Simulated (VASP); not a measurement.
Input of a VASP 6.6.1 run:

INCAR

```
PREC     = Accurate       # precision mode
ENCUT    = 520            # plane-wave cutoff, eV
EDIFF    = 1E-8           # SCF threshold, eV
ISMEAR   = 0              # smearing method
SIGMA    = 0.01           # smearing width, eV
LREAL    = F              # projectors in reciprocal space
LASPH    = T              # aspherical terms in the spheres
NELM     = 60             # most SCF steps
ALGO     = Normal         # electronic algorithm
ISIF     = 2              # what is computed and relaxed
LWAVE    = F              # write WAVECAR
LCHARG   = F              # write CHGCAR
GGA      = PE             # functional
LEPSILON = T              # dielectric tensor by DFPT
```

File KPOINTS:

```
Automatic mesh
0
Gamma
  6 6 6
```

Contents of POSCAR:

```
NaCl
1.0
    0.0000000000      3.0872727859      3.0872727859
    3.0872727859      0.0000000000      3.0872727859
    3.0872727859      3.0872727859      0.0000000000
Na Cl
1 1
Direct
    0.0000000000      0.0000000000      0.0000000000
    0.2500000000      0.2500000000      0.2500000000
```

Potentials or basis: VASP PAW PBE potentials, release 64 (Na_pv, Cl).

Command:

```sh
$ cat potpaw_PBE.64/Na_pv/POTCAR potpaw_PBE.64/Cl/POTCAR > POTCAR
$ mpirun -np 1 vasp_std > vasp.out
```

Problem. Estimate the electronic dielectric tensor (diagonal).

Solution. 2.10.

Problem. Predict the Born charges (mean of the diagonal).

Solution. Na +1.00; Cl -1.00 e.

Problem. What does it give for the band gap on the k mesh?

Solution. 4.94 eV.

Born effective charge tensors (e):
atom 1, Na
```
1.00 0.00 0.00
0.00 1.00 0.00
0.00 0.00 1.00
```
atom 2, Cl
```
-1.00  0.00  0.00
 0.00 -1.00  0.00
 0.00  0.00 -1.00
```

Caveat: the structure was generated, so it needn't be the stable form of NaCl.
